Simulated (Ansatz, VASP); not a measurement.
## Two plane-wave programs on Ni2O

```xyz
3
Lattice="0.0000 2.5240 2.5240 2.5240 0.0000 2.5240 2.5240 2.5240 0.0000" Properties=species:S:1:pos:R:3 pbc="T T T"
Ni    1.2620    1.2620    1.2620
Ni    3.7860    3.7860    3.7860
O     0.0000    0.0000    0.0000
```

Alike in both runs: functional PBE; k mesh 6 × 6 × 6; occupations gaussian, width 0.1 eV; collinear spin.

Ansatz relaxed the structure, and its values are those at the end. VASP's run is a single point on that final structure, the one shown.

|  | VASP | Ansatz |
| --- | --- | --- |
| version | VASP 6.6.1 | Ansatz 0.2.0 |
| potentials or method | VASP PAW PBE potentials, release 64 (Ni, O), cutoff 520 eV | scalar-relativistic, plane waves, PAW |
| valence electrons in the cell | 26 | 42 |

```tsv
	VASP	Ansatz	Ansatz less VASP
gap on the k mesh at the Fermi level (eV)	none	none	-
pressure (GPa)	0.2	0.3	+0.04
net moment per atom (μB)	0.83	0.84	+0.009
size of the moment on the site where the two differ most (μB)	1.05	1.08	+0.022
```

Site moments also hang on the region over which each program counts them. A gap of «none» marks a metal or a gap that the smearing closes. VASP's potentials hold 26 valence electrons a cell and Ansatz's 42, so a difference there can come from the potentials and not from the codes.
